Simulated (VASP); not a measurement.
# MgB (Pm-3m) in VASP: a series of runs, part 2 of 2

VASP 6.6.1. The steps go on from the part before.

## (3) Elastic constants, PBE

INCAR reads:

```
PREC = Accurate
ENCUT = 600
EDIFF = 1E-8
ISMEAR = -1
SIGMA = 0.05
LREAL = False
LASPH = True
NELM = 80
ALGO = Normal
ISIF = 3
LWAVE = False
LCHARG = False
GGA = PE
NBANDS = 10
IBRION = 6
NFREE = 2
POTIM = 0.015
NSW = 1
```

KPOINTS reads:

```
regular mesh
0
Gamma
  7 7 7
```

POSCAR reads:

```
MgB
1.0
    2.8951500000      0.0000000000      0.0000000000
    0.0000000000      2.8951500000      0.0000000000
    0.0000000000      0.0000000000      2.8951500000
Mg B
1 1
Direct
    0.0000000000      0.0000000000      0.0000000000
    0.5000000000      0.5000000000      0.5000000000
```

Potentials or basis: VASP PAW PBE potentials, release 64 (Mg, B).

The run is started by

```bash
> cat potpaw_PBE.64/Mg/POTCAR potpaw_PBE.64/B/POTCAR > POTCAR
> mpirun -np 1 vasp_std > vasp.out
```

OUTCAR:

```text
PREC = Accurate
   ENCUT = 600
   EDIFF = 1E-8
   ISMEAR = -1
   LREAL = False
   LASPH = True
   NELM = 80
   ISIF = 3
   GGA = PE
   IBRION = 6
   NFREE = 2
   POTIM = 0.015
   NSW = 1

 ion  position               nearest neighbor table
   1  0.000  0.000  0.000-   2 2.51   2 2.51   2 2.51   2 2.51   2 2.51   2 2.51   2 2.51   2 2.51

   2  0.500  0.500  0.500-   1 2.51   1 2.51   1 2.51   1 2.51   1 2.51   1 2.51   1 2.51   1 2.51

  LATTYP: Found a simple cubic cell.
 ALAT       =     2.8951500000

  Lattice vectors:

 A1 = (   2.8951500000,   0.0000000000,   0.0000000000)
 A2 = (   0.0000000000,   2.8951500000,   0.0000000000)
 A3 = (   0.0000000000,   0.0000000000,   2.8951500000)

Analysis of symmetry for initial positions (statically):
=====================================================================
 Subroutine PRICEL returns:
 Original cell was already a primitive cell.

 Routine SETGRP: Setting up the symmetry group for a
 simple cubic supercell.

 Subroutine GETGRP returns: Found 48 space group operations
 (whereof 48 operations were pure point group operations)
 out of a pool of 48 trial point group operations.

The static configuration has the point symmetry O_h .

Analysis of symmetry for dynamics (positions and initial velocities):
=====================================================================
 Subroutine PRICEL returns:
 Original cell was already a primitive cell.

 Routine SETGRP: Setting up the symmetry group for a
 simple cubic supercell.

 Subroutine GETGRP returns: Found 48 space group operations
 (whereof 48 operations were pure point group operations)
 out of a pool of 48 trial point group operations.

The dynamic configuration has the point symmetry O_h .

 Subroutine INISYM returns: Found 48 space group operations
 (whereof 48 operations are pure point group operations),
 and found     1 'primitive' translations

----------------------------------------------------------------------------------------

                                     Primitive cell

  volume of cell :      24.2668

  direct lattice vectors                    reciprocal lattice vectors
     2.895150000  0.000000000  0.000000000     0.345405247  0.000000000  0.000000000
     0.000000000  2.895150000  0.000000000     0.000000000  0.345405247  0.000000000
     0.000000000  0.000000000  2.895150000     0.000000000  0.000000000  0.345405247

  length of vectors
     2.895150000  2.895150000  2.895150000     0.345405247  0.345405247  0.345405247

  position of ions in fractional coordinates (direct lattice)
[... 303 lines left out ...]
--------------------------------------- Ionic step       17  -------------------------------------------

 number of electron       5.0000000 magnetization

 Free energy of the ion-electron system (eV)
  ---------------------------------------------------
  ext. energy  EPLUGINS =         0.00000000
  ---------------------------------------------------
  free energy    TOTEN  =        -6.63019458 eV

  energy without entropy =       -6.62494910  energy(sigma->0) =       -6.62757184

 E-fermi :   4.4736     XC(G=0): -10.3564

 val. band max:        4.2511013378   @ k =   0.2857   0.1429   0.4286
 cond. band min:       4.5166972400   @ k =   0.4286   0.2857   0.2857
 fundamental gap:      0.2655959022
 Fermi energy:         4.4736478583

 k-point     1 :       0.0000    0.0000    0.0000
  band No.  band energies     occupation
      1      -6.1461      2.00000
      2       7.1306      0.00000
      3       7.1306      0.00000
      4       7.1306      0.00000
      5      11.6330      0.00000
      6      11.6341      0.00000
      7      13.5752      0.00000
      8      22.7914      0.00000
      9      22.7914      0.00000
     10      22.7925      0.00000
[... 287 lines left out ...]
 k-point    24 :       0.0000    0.1429    0.1429
  band No.  band energies     occupation
      1      -5.5056      2.00000
      2       5.0384      0.00002
      3       5.5419      0.00000
      4       7.4964      0.00000
      5      12.7946      0.00000
      6      14.5087      0.00000
      7      14.6798      0.00000
      8      19.5373      0.00000
      9      21.0278      0.00000
     10      22.7206      0.00000

 [... further k-points ...]

------------------------ aborting loop because EDIFF is reached ----------------------------------------

  FORCE on cell =-STRESS in cart. coord.  units (eV):
  Direction    XX          YY          ZZ          XY          YZ          ZX
  --------------------------------------------------------------------------------------
  -------------------------------------------------------------------------------------
  Total        0.0529799      0.0539737      0.0539737      0.0000000      0.0000000      0.0000000
  in kB        3.4979110      3.5635234      3.5635234      0.0000000      0.0000000      0.0000000
  external PRESSURE =       3.5416526 kB  Pullay stress =       0.0000000 kB
[... 17 lines left out ...]
  FREE ENERGIE OF THE ION-ELECTRON SYSTEM (eV)
  ---------------------------------------------------
  free  energy   TOTEN  =        -6.6301945809 eV

  energy  without entropy=       -6.6249491046  energy(sigma->0) =       -6.62757184

 INTERNAL STRAIN TENSORS FROM STRAINED CELLS
 ============================================

 INTERNAL STRAIN TENSOR FOR ION    1 for displacements in x,y,z  (eV/Angst):
          X           Y           Z          XY          YZ          ZX
  --------------------------------------------------------------------------------
  x     0.00000     0.00000     0.00000     0.00000     0.00000    -0.00000
  y     0.00000     0.00000     0.00000     0.00000     0.00000     0.00000
  z     0.00000     0.00000     0.00000     0.00000     0.00000     0.00000

 INTERNAL STRAIN TENSORS FROM DISPLACED ATOMS
 ============================================

 INTERNAL STRAIN TENSOR FOR ION    1 for displacements in x,y,z  (eV/Angst):
          X           Y           Z          XY          YZ          ZX
  --------------------------------------------------------------------------------
  x     0.00000     0.00000     0.00000     0.00000     0.00000     0.00000
  y     0.00000     0.00000     0.00000     0.00000     0.00000     0.00000
  z     0.00000     0.00000     0.00000     0.00000     0.00000     0.00000

 INTERNAL STRAIN TENSOR FOR ION    2 for displacements in x,y,z  (eV/Angst):
          X           Y           Z          XY          YZ          ZX
  --------------------------------------------------------------------------------
  x     0.00000     0.00000     0.00000     0.00000     0.00000     0.00000
  y     0.00000     0.00000     0.00000     0.00000     0.00000     0.00000
  z     0.00000     0.00000     0.00000     0.00000     0.00000     0.00000

 Eigenvectors and eigenvalues of the dynamical matrix
 ----------------------------------------------------

   1 f  =   11.671421 THz    73.333703 2PiTHz  389.316712 cm-1    48.269099 meV
             X         Y         Z           dx          dy          dz
      0.000000  0.000000  0.000000     0.554835   -0.000000    0.000000
      1.447575  1.447575  1.447575    -0.831960    0.000000    0.000000
[... 21 lines left out ...]
   6 f/i=    0.000298 THz     0.001869 2PiTHz    0.009924 cm-1     0.001230 meV
             X         Y         Z           dx          dy          dz
      0.000000  0.000000  0.000000    -0.000000   -0.000000    0.831960
      1.447575  1.447575  1.447575     0.000000    0.000000    0.554835

--------------------------------------------------------------------------------------------------------

 ELASTIC MODULI CONTR FROM IONIC RELAXATION (kBar)
 Direction    XX          YY          ZZ          XY          YZ          ZX
 --------------------------------------------------------------------------------
 XX           0.0000      0.0000      0.0000      0.0000      0.0000      0.0000
 YY           0.0000      0.0000      0.0000      0.0000      0.0000      0.0000
 ZZ           0.0000      0.0000      0.0000      0.0000      0.0000      0.0000
 XY           0.0000      0.0000      0.0000      0.0000      0.0000      0.0000
 YZ           0.0000      0.0000      0.0000      0.0000      0.0000      0.0000
 ZX           0.0000      0.0000      0.0000      0.0000      0.0000      0.0000
 --------------------------------------------------------------------------------

 TOTAL ELASTIC MODULI (kBar)
 Direction    XX          YY          ZZ          XY          YZ          ZX
 --------------------------------------------------------------------------------
 XX        2256.9676    196.6155    196.6155     -0.0000     -0.0000      0.0000
 YY         196.6155   2256.9676    196.6155      0.0000     -0.0000      0.0000
 ZZ         196.6155    196.6155   2256.9676      0.0000      0.0000      0.0000
 XY          -0.0000      0.0000      0.0000    607.5396      0.0000      0.0000
 YZ          -0.0000     -0.0000      0.0000      0.0000    607.5396      0.0000
 ZX           0.0000      0.0000      0.0000      0.0000      0.0000    607.5396
 --------------------------------------------------------------------------------
```

OSZICAR:

```text
N       E                     dE             d eps       ncg     rms          rms(c)
DAV:   1     0.244177321962E+01    0.24418E+01   -0.22257E+03   408   0.396E+02
DAV:   2    -0.664273947829E+01   -0.90845E+01   -0.88616E+01   508   0.629E+01
DAV:   3    -0.683785463458E+01   -0.19512E+00   -0.19462E+00   512   0.757E+00
[... 165 lines left out ...]
DAV:   2    -0.663031643200E+01    0.29608E-03   -0.23533E-03   980   0.285E-01    0.474E-02
DAV:   3    -0.663019339861E+01    0.12303E-03   -0.50159E-04   954   0.795E-02    0.104E-02
DAV:   4    -0.663019459014E+01   -0.11915E-05   -0.12993E-05   902   0.230E-02    0.491E-03
DAV:   5    -0.663019457997E+01    0.10172E-07   -0.35995E-07  1008   0.388E-03    0.376E-04
DAV:   6    -0.663019458095E+01   -0.97404E-09   -0.33967E-09   738   0.365E-04
  17 F= -.66301946E+01 E0= -.66275718E+01  d E =-.524548E-02
```

It took 3.2 min on 1 thread of Intel Xeon 8259CL, shared host; peak memory 0.19 GiB.

What came out:

```yaml
Elastic_constants_C11_C12_C44: 226, 20, 61 GPa
Voigt_bulk_modulus: 88 GPa
Highest_phonon_frequency_at_Γ: 389 cm⁻¹
```

Phonon frequencies in cm⁻¹ (negative: imaginary):
| q point | frequencies |
| --- | --- |
| (0.000, 0.000, 0.000) | 0 0 0 389 389 389 |

Elastic tensor in Voigt notation (GPa, in the Cartesian axes of the cell as first typed):
```
226  20  20   0   0   0
 20 226  20   0   0   0
 20  20 226   0   0   0
  0   0   0  61   0   0
  0   0   0   0  61   0
  0   0   0   0   0  61
```

Clamped-ion elastic tensor (GPa):
```
226  20  20   0   0   0
 20 226  20   0   0   0
 20  20 226   0   0   0
  0   0   0  61   0   0
  0   0   0   0  61   0
  0   0   0   0   0  61
```
